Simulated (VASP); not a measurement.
Here is a VASP 6.6.1 calculation.

File INCAR:

```
SYSTEM = Zr
  PREC = Accurate
  ENCUT = 520
  EDIFF = 1E-6
  ISMEAR = 0
  SIGMA = 0.15
  LREAL = .FALSE.
  LASPH = .TRUE.
  NELM = 60
  ALGO = Fast
  ISIF = 2
  LWAVE = .FALSE.
  LCHARG = .FALSE.
  GGA = PS
  NBANDS = 12
```

KPOINTS

```
Automatic mesh
0
G
  18 18 18
  0 0 0
```

File POSCAR:

```
Zr
1.0
    0.0000000000      2.4354000000      2.1648000000
    2.4354000000      0.0000000000      2.1648000000
    2.4354000000      2.4354000000      0.0000000000
Zr
1
Direct
    0.0000000000      0.0000000000      0.0000000000
```

Potentials or basis: VASP PAW PBE potentials, release 64 (Zr_sv).

Launch:

```sh
$ cat potpaw_PBE.64/Zr_sv/POTCAR > POTCAR
$ mpirun -np 1 vasp_std > vasp.out
```

Q: Predict the band gap on the k mesh.

A: Zero (band 6 reaches 8.63 eV, above the bottom of band 7 at 7.06 eV).

Q: Estimate the pressure.

A: -10.9 GPa.

Stress tensor (GPa, compression positive):
```
-11.77   0.00   0.00
  0.00 -11.77   0.00
  0.00   0.00  -9.05
```

Caveat: the cell differs from its parent crystal (strain +0.080 along x and y, -0.040 along z); the PAW data sets were made with another functional, which shifts forces and pressure a little.
